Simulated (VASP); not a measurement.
# MoS2 in VASP: a series of runs, part 2 of 2

VASP 6.6.1. Earlier steps stand in the parts before.

## Step 3: Single point, PBE (volume scaled by 0.96)

INCAR reads:

```
PREC     = Accurate       # precision mode
ENCUT    = 520            # plane-wave cutoff, eV
EDIFF    = 1E-6           # SCF threshold, eV
ISMEAR   = -1             # smearing method
SIGMA    = 0.05           # smearing width, eV
LREAL    = False          # projectors in reciprocal space
LASPH    = True           # aspherical terms in the spheres
NELM     = 60             # most SCF steps
ALGO     = Normal         # electronic algorithm
ISIF     = 2              # what is computed and relaxed
LWAVE    = False          # write WAVECAR
LCHARG   = True           # write CHGCAR
GGA      = PE             # functional
LELF     = True           # ELF
LVHAR    = True         
NBANDS   = 20             # bands
```

KPOINTS reads:

```
Automatic mesh
0
Gamma
  10 10 2
```

POSCAR reads:

```
MoS2
1.0
    3.1410920760      0.0000000000      0.0000000000
   -1.5705460380      2.7202655334      0.0000000000
    0.0000000000      0.0000000000     17.1003198802
Mo S
1 2
Direct
    0.0000000000      0.0000000000      0.0000000000
    0.3333333333      0.6666666667      0.9105070200
    0.3333333333      0.6666666667      0.0894929800
```

Potentials or basis: VASP PAW PBE potentials, release 64 (Mo_sv, S).

The run is started by

```bash
$ cat potpaw_PBE.64/Mo_sv/POTCAR potpaw_PBE.64/S/POTCAR > POTCAR
$ mpirun -np 1 vasp_std > vasp.out
```

OUTCAR:

```text
PREC = Accurate
   ENCUT = 520
   EDIFF = 1E-6
   ISMEAR = -1
   LREAL = False
   LASPH = True
   NELM = 60
   ISIF = 2
   GGA = PE

 ion  position               nearest neighbor table
   1  0.000  0.000  0.000-   2 2.37   3 2.37   2 2.37   3 2.37   2 2.37   3 2.37
   2  0.333  0.667  0.911-   1 2.37   1 2.37   1 2.37
   3  0.333  0.667  0.089-   1 2.37   1 2.37   1 2.37

  LATTYP: Found a hexagonal cell.
 ALAT       =     3.1410920760
 C/A-ratio  =     5.4440683261

  Lattice vectors:

 A1 = (   3.1410920760,   0.0000000000,   0.0000000000)
 A2 = (  -1.5705460380,   2.7202655334,   0.0000000000)
 A3 = (   0.0000000000,   0.0000000000,  17.1003198802)

Analysis of symmetry for initial positions (statically):
=====================================================================
 Subroutine PRICEL returns:
 Original cell was already a primitive cell.

 Routine SETGRP: Setting up the symmetry group for a
 hexagonal supercell.

 Subroutine GETGRP returns: Found 12 space group operations
 (whereof 12 operations were pure point group operations)
 out of a pool of 24 trial point group operations.

The static configuration has the point symmetry D_3h.

Analysis of symmetry for dynamics (positions and initial velocities):
=====================================================================
 Subroutine PRICEL returns:
 Original cell was already a primitive cell.

 Routine SETGRP: Setting up the symmetry group for a
 hexagonal supercell.

 Subroutine GETGRP returns: Found 12 space group operations
 (whereof 12 operations were pure point group operations)
 out of a pool of 24 trial point group operations.

The dynamic configuration has the point symmetry D_3h.

 Subroutine INISYM returns: Found 12 space group operations
 (whereof 12 operations are pure point group operations),
 and found     1 'primitive' translations

[... 113 lines left out ...]
   IALGO  =     38    algorithm
   IMIX   =      4    mixing-type and parameters
     AMIX     =   0.40;   BMIX     =  1.00
     AMIX_MAG =   1.60;   BMIX_MAG =  1.00
  volume/ion in A,a.u.               =      48.71       328.68
  Fermi-wavevector in a.u.,A,eV,Ry     =   0.920804  1.740067 11.536109  0.847880
  Thomas-Fermi vector in A             =   2.046150
   LORBIT       =      0    0 simple, 1 ext, 2 COOP (PROOUT), +10 PAW based schemes
   GGA     = PE    functional components
   LHFCALC =     F    Hartree Fock is set to
   AEXX    =    0.0000 exact exchange contribution
   IVDW    =     0    specifies the selected vdW correction
   LEPSILON=     F    determine dielectric tensor
   LRPA    =     F    only Hartree local field effects (RPA)
 non-spin polarized calculation
  energy-cutoff  :      520.00
  volume of cell :      146.12
 maximum number of plane-waves:      3954
 NGX is ok and might be reduce to    24
   NGX = 11   NGY = 11   NGZ = 63

 number of electron      26.0000001 magnetization

 Free energy of the ion-electron system (eV)
  ---------------------------------------------------
  ext. energy  EPLUGINS =         0.00000000
  ---------------------------------------------------
  free energy    TOTEN  =       -21.79364665 eV

  energy without entropy =      -21.79364665  energy(sigma->0) =      -21.79364665

 E-fermi :  -0.3293     XC(G=0):  -4.4928

 val. band max:       -1.2329878740   @ k =   0.0000   0.0000   0.5000
 cond. band min:       0.6242691254   @ k =   0.3000   0.3000   0.0000
 fundamental gap:      1.8572569993
 Fermi energy:        -0.3292890547

 k-point     1 :       0.0000    0.0000    0.0000
  band No.  band energies     occupation
      1     -62.0507      2.00000
      2     -36.2336      2.00000
      3     -35.9870      2.00000
      4     -35.9870      2.00000
      5     -15.5792      2.00000
      6     -14.1334      2.00000
[... 541 lines left out ...]
     19       7.2668      0.00000
     20       7.4410      0.00000

 [... further k-points ...]

------------------------ aborting loop because EDIFF is reached ----------------------------------------

  FORCE on cell =-STRESS in cart. coord.  units (eV):
  Direction    XX          YY          ZZ          XY          YZ          ZX
  --------------------------------------------------------------------------------------
  -------------------------------------------------------------------------------------
  Total        2.2587519      2.2587519      2.8033315     -0.0000000     -0.0000000     -0.0000000
  in kB       24.7675420     24.7675420     30.7389363     -0.0000000     -0.0000000     -0.0000000
  external PRESSURE =      26.7580068 kB  Pullay stress =       0.0000000 kB

 VOLUME and BASIS-vectors are now :
 -----------------------------------------------------------------------------
  energy-cutoff  :      520.00
  volume of cell :      146.12
      direct lattice vectors                 reciprocal lattice vectors
     3.141092076  0.000000000  0.000000000     0.318360613  0.183805586  0.000000000
    -1.570546038  2.720265533  0.000000000     0.000000000  0.367611172  0.000000000
     0.000000000  0.000000000 17.100319880     0.000000000  0.000000000  0.058478438

 POSITION                                       TOTAL-FORCE (eV/Angst)
 -----------------------------------------------------------------------------------
      0.00000      0.00000      0.00000        -0.000000      0.000000      0.000000
     -0.00000      1.81351     15.56996         0.000000      0.000000     -0.923733
     -0.00000      1.81351      1.53036         0.000000      0.000000      0.923733
 -----------------------------------------------------------------------------------
    total drift:                                0.000000     -0.000000     -0.000000

  FREE ENERGIE OF THE ION-ELECTRON SYSTEM (eV)
  ---------------------------------------------------
  free  energy   TOTEN  =       -21.7936466549 eV

  energy  without entropy=      -21.7936466536  energy(sigma->0) =      -21.79364665
```

OSZICAR:

```text
N       E                     dE             d eps       ncg     rms          rms(c)
DAV:   1     0.160145031761E+03    0.16015E+03   -0.12347E+04  1392   0.108E+03
DAV:   2    -0.125409540771E+02   -0.17269E+03   -0.16797E+03  1496   0.254E+02
DAV:   3    -0.230561286134E+02   -0.10515E+02   -0.10414E+02  1480   0.552E+01
[... 14 lines left out ...]
DAV:  18    -0.217936156596E+02   -0.24812E-04   -0.10657E-06  1060   0.496E-03    0.147E-03
DAV:  19    -0.217936407700E+02   -0.25110E-04   -0.17844E-06  1080   0.331E-03    0.959E-04
DAV:  20    -0.217936450483E+02   -0.42783E-05   -0.23558E-07  1120   0.121E-03    0.296E-04
DAV:  21    -0.217936464843E+02   -0.14360E-05   -0.69384E-08   960   0.650E-04    0.203E-04
DAV:  22    -0.217936466549E+02   -0.17064E-06   -0.48005E-09   820   0.227E-04
   1 F= -.21793647E+02 E0= -.21793647E+02  d E =-.132412E-08
```

Wall time 63 s (1 thread of Intel Xeon 6975P-C (Granite Rapids), shared host); peak memory 0.28 GiB.

Results:

* Free energy: -21.7936 eV
* Largest force: 0.924 eV/Å
* Band gap on the k mesh: 1.86 eV, indirect (least direct gap 2.04 eV)

Forces in eV/Å, atoms in the order of the input:
```
Mo   0.000  0.000  0.000
S    0.000  0.000 -0.924
S    0.000  0.000  0.924
```

Caveat: the cell differs from its parent crystal (volume scaled by 0.96).

## Step 4: Single point, PBEsol

This run uses another cell than the first one, of 49.39 Å³/atom, 1.011 times its volume.

INCAR reads:

```
SYSTEM = MoS2
PREC = Accurate
ENCUT = 520
EDIFF = 1E-6
ISMEAR = -1
SIGMA = 0.05
LREAL = .FALSE.
LASPH = .TRUE.
NELM = 80
ALGO = Normal
ISIF = 2
LWAVE = .FALSE.
LCHARG = .TRUE.
GGA = PS
LELF = .TRUE.
LVHAR = .TRUE.
NBANDS = 20
```

KPOINTS reads:

```
regular mesh
0
G
  10 10 2
  0 0 0
```

POSCAR reads:

```
MoS2
1.0
    3.1415139294      0.0000000000      0.0000000000
   -1.5707569647      2.7206308692      0.0000000000
    0.0000000000      0.0000000000     17.3372113240
Mo S
1 2
Direct
    0.0000000000      0.0000000000      0.0000000000
    0.3333333333      0.6666666667      0.9101311974
    0.3333333333      0.6666666667      0.0898688026
```

Potentials or basis: VASP PAW PBE potentials, release 64 (Mo_sv, S).

The run is started by

```bash
$ cat potpaw_PBE.64/Mo_sv/POTCAR potpaw_PBE.64/S/POTCAR > POTCAR
$ mpirun -np 1 vasp_std > vasp.out
```

OUTCAR:

```text
SYSTEM = MoS2
   PREC = Accurate
   ENCUT = 520
   EDIFF = 1E-6
   ISMEAR = -1
   LREAL = .FALSE.
   LASPH = .TRUE.
   NELM = 80
   ISIF = 2
   GGA = PS

 ion  position               nearest neighbor table
   1  0.000  0.000  0.000-   2 2.39   3 2.39   2 2.39   3 2.39   2 2.39   3 2.39
   2  0.333  0.667  0.910-   1 2.39   1 2.39   1 2.39
   3  0.333  0.667  0.090-   1 2.39   1 2.39   1 2.39

  LATTYP: Found a hexagonal cell.
 ALAT       =     3.1415139294
 C/A-ratio  =     5.5187440558

  Lattice vectors:

[... 194 lines left out ...]
      6     -14.2154      2.00000
[... 541 lines left out ...]
     19       7.1081      0.00000
     20       7.2755      0.00000

 [... further k-points ...]
[... 5 lines left out ...]
  --------------------------------------------------------------------------------------
  -------------------------------------------------------------------------------------
  Total       -0.0313471     -0.0313471     -0.0211958      0.0000000      0.0000000      0.0000000
  in kB       -0.3389378     -0.3389378     -0.2291781      0.0000000      0.0000000      0.0000000
  external PRESSURE =      -0.3023512 kB  Pullay stress =       0.0000000 kB

 VOLUME and BASIS-vectors are now :
 -----------------------------------------------------------------------------
  energy-cutoff  :      520.00
  volume of cell :      148.18
      direct lattice vectors                 reciprocal lattice vectors
     3.141513929  0.000000000  0.000000000     0.318317863  0.183780904  0.000000000
    -1.570756965  2.720630869  0.000000000     0.000000000  0.367561808  0.000000000
     0.000000000  0.000000000 17.337211324     0.000000000  0.000000000  0.057679403

 POSITION                                       TOTAL-FORCE (eV/Angst)
 -----------------------------------------------------------------------------------
      0.00000      0.00000      0.00000         0.000000     -0.000000      0.000000
     -0.00000      1.81375     15.77914        -0.000000      0.000000     -0.000906
     -0.00000      1.81375      1.55807        -0.000000      0.000000      0.000906
 -----------------------------------------------------------------------------------
    total drift:                                0.000000     -0.000000     -0.000000

  FREE ENERGIE OF THE ION-ELECTRON SYSTEM (eV)
  ---------------------------------------------------
  free  energy   TOTEN  =       -23.4251592858 eV

  energy  without entropy=      -23.4251592853  energy(sigma->0) =      -23.42515929
```

OSZICAR:

```text
N       E                     dE             d eps       ncg     rms          rms(c)
DAV:   1     0.164828207189E+03    0.16483E+03   -0.12282E+04  1392   0.108E+03
DAV:   2    -0.145729199251E+02   -0.17940E+03   -0.17528E+03  1524   0.259E+02
DAV:   3    -0.247145258698E+02   -0.10142E+02   -0.10048E+02  1428   0.548E+01
[... 14 lines left out ...]
DAV:  18    -0.234251292208E+02   -0.23169E-04   -0.76995E-07  1072   0.428E-03    0.327E-03
DAV:  19    -0.234251495090E+02   -0.20288E-04   -0.15742E-06  1112   0.466E-03    0.960E-04
DAV:  20    -0.234251567958E+02   -0.72868E-05   -0.36065E-07  1132   0.184E-03    0.759E-04
DAV:  21    -0.234251588761E+02   -0.20802E-05   -0.10054E-07   972   0.802E-04    0.356E-04
DAV:  22    -0.234251592858E+02   -0.40971E-06   -0.13218E-08   828   0.327E-04
   1 F= -.23425159E+02 E0= -.23425159E+02  d E =-.491737E-09
```

stdout:

```text
POSCAR found type information on POSCAR MoS
 POSCAR found :  2 types and       3 ions
 scaLAPACK will be used
 -----------------------------------------------------------------------------
|                                                                             |
|                                                                             |
|     You enforced a specific xc type in the INCAR file but a different       |
|     I HOPE YOU KNOW WHAT YOU ARE DOING!                                     |
|                                                                             |
 -----------------------------------------------------------------------------

 LDA part: xc-table for (Slater+PW92), standard interpolation
 POSCAR, INCAR and KPOINTS ok, starting setup
 FFT: planning ... GRIDC
 FFT: planning ... GRID_SOFT
 FFT: planning ... GRID
 WAVECAR not read
 entering main loop
```

It took 55 s on 1 thread of Intel Xeon 6975P-C (Granite Rapids), shared host; peak memory 0.29 GiB.

Results:

* Free energy: -23.4252 eV
* Band gap on the k mesh: 2.02 eV, indirect (least direct gap 2.07 eV)

Caveat: the PAW data sets were made with another functional, which shifts forces and pressure a little.

## Step 5: Single point, PBE (volume scaled by 0.98)

INCAR reads:

```
PREC = Accurate
ENCUT = 520
EDIFF = 1E-7
ISMEAR = -1
SIGMA = 0.05
LREAL = False
LASPH = True
NELM = 60
ALGO = Normal
ISIF = 2
LWAVE = False
LCHARG = False
GGA = PE
NBANDS = 20
```

KPOINTS reads:

```
Automatic mesh
0
Gamma
  10 10 2
```

POSCAR reads:

```
MoS2
1.0
    3.1627554646      0.0000000000      0.0000000000
   -1.5813777323      2.7390265783      0.0000000000
    0.0000000000      0.0000000000     17.2182568475
Mo S
1 2
Direct
    0.0000000000      0.0000000000      0.0000000000
    0.3333333333      0.6666666667      0.9105070200
    0.3333333333      0.6666666667      0.0894929800
```

The run is started by

```bash
$ cat potpaw_PBE.64/Mo_sv/POTCAR potpaw_PBE.64/S/POTCAR > POTCAR
$ mpirun -np 1 vasp_std > vasp.out
```

Wall time 45 s (1 thread of Intel Xeon 6975P-C (Granite Rapids), shared host); peak memory 0.27 GiB.

Results (log left out):

```yaml
Free_energy: -21.8331 eV
Largest_force: 0.550 eV/Å
Band_gap_on_the_k_mesh: 1.80 eV, indirect (least direct gap 1.98 eV)
```

Forces on the atoms (eV/Å):
```
Mo   0.000  0.000  0.000
S    0.000  0.000 -0.550
S    0.000  0.000  0.550
```

Levels at points of the mesh, in eV from the valence-band top:
```csv
k point,band 9,band 10,band 11,band 12,band 13,band 14,band 15,band 16,band 17,band 18
"(0.00, 0.00, 0.00)",-2.76,-1.79,-1.60,-1.60,0.00,2.80,2.80,3.10,3.10,5.35
"(0.50, 0.00, 0.00)",-4.19,-3.30,-1.89,-1.03,-0.67,2.27,2.81,3.95,4.44,6.20
"(0.00, 0.00, 0.50)",-2.76,-1.79,-1.60,-1.60,0.00,2.80,2.80,3.10,3.10,5.46
"(0.50, 0.00, 0.50)",-4.19,-3.30,-1.89,-1.03,-0.67,2.27,2.81,3.95,4.44,6.20
```

Caveat: the cell differs from its parent crystal (volume scaled by 0.98).

## Step 6: Single point, PBEsol+D3(BJ)

This run uses another cell than the first one, of 50.73 Å³/atom, 1.038 times its volume.

INCAR reads:

```
SYSTEM = MoS2
ALGO = Normal
EDIFF = 1E-7
ENCUT = 520
GGA = PS
ISIF = 2
ISMEAR = -1
IVDW = 12
LASPH = .TRUE.
LCHARG = .FALSE.
LREAL = .FALSE.
LWAVE = .FALSE.
NBANDS = 20
NELM = 80
PREC = Accurate
SIGMA = 0.05
```

KPOINTS reads:

```
k-points
0
G
  10 10 2
  0 0 0
```

POSCAR reads:

```
MoS2
1.0
    3.1841260822      0.0000000000      0.0000000000
   -1.5920630411      2.7575340760      0.0000000000
    0.0000000000      0.0000000000     17.3345999500
Mo S
1 2
Direct
    0.0000000000      0.0000000000      0.0000000000
    0.3333333333      0.6666666667      0.9105070200
    0.3333333333      0.6666666667      0.0894929800
```

Potentials or basis: VASP PAW PBE potentials, release 64 (Mo_sv, S).

The run is started by

```bash
$ cat potpaw_PBE.64/Mo_sv/POTCAR potpaw_PBE.64/S/POTCAR > POTCAR
$ mpirun -np 1 vasp_std > vasp.out
```

It took 52 s on 1 thread of Intel Xeon 6975P-C (Granite Rapids), shared host; peak memory 0.3 GiB.

The run converged. Its results:

* Free energy: -24.1281 eV
* Largest force: 0.197 eV/Å
* Band gap on the k mesh: 1.74 eV, indirect (least direct gap 1.93 eV)
* Dispersion energy per atom: -0.240 eV

Forces on the atoms (eV/Å):
```
Mo   0.000  0.000  0.000
S    0.000  0.000  0.197
S    0.000  0.000 -0.197
```

Levels at points of the mesh, in eV from the valence-band top:
```
           k point  band 9  band 10  band 11  band 12  band 13  band 14  band 15  band 16  band 17  band 18
(0.00, 0.00, 0.00)   -2.71    -1.77    -1.58    -1.58     0.00     2.74     2.74     3.03     3.03     5.41
(0.50, 0.00, 0.00)   -4.14    -3.24    -1.87    -1.03    -0.68     2.20     2.73     3.85     4.34     6.09
(0.00, 0.00, 0.50)   -2.71    -1.77    -1.58    -1.58     0.00     2.74     2.74     3.03     3.03     5.52
(0.50, 0.00, 0.50)   -4.14    -3.24    -1.87    -1.03    -0.68     2.20     2.73     3.85     4.34     6.09
```

Caveat: three body term missing; the PAW data sets were made with another functional, which shifts forces and pressure a little.

## Step 7: Overview

```csv
level,cell,gap on the mesh (eV),largest force (eV/Å)
PBEsol+D4,"a = 3.125, b = 3.125, c = 17.330 Å, angles 90.0, 90.0, 120.0°, 3 atoms",2.12,-
PBE,"a = 3.141, b = 3.141, c = 17.100 Å, angles 90.0, 90.0, 120.0°, 3 atoms",1.86,0.92
PBEsol,"a = 3.142, b = 3.142, c = 17.337 Å, angles 90.0, 90.0, 120.0°, 3 atoms",2.02,-
PBE,"a = 3.163, b = 3.163, c = 17.218 Å, angles 90.0, 90.0, 120.0°, 3 atoms",1.80,0.55
PBEsol+D3(BJ),"a = 3.184, b = 3.184, c = 17.335 Å, angles 90.0, 90.0, 120.0°, 3 atoms",1.74,0.20
```

Alike in all rows: task single point; potentials or basis VASP PAW PBE potentials, release 64 (Mo_sv, S); no spin polarisation; k mesh 10 × 10 × 2; cutoff (eV) 520; smearing fermi-dirac 0.05 eV.

Caveats: the PAW data sets were made with another functional, which shifts forces and pressure a little (some runs); three body term missing (some runs).

Absolute energies hang on the potentials; compare differences alone.
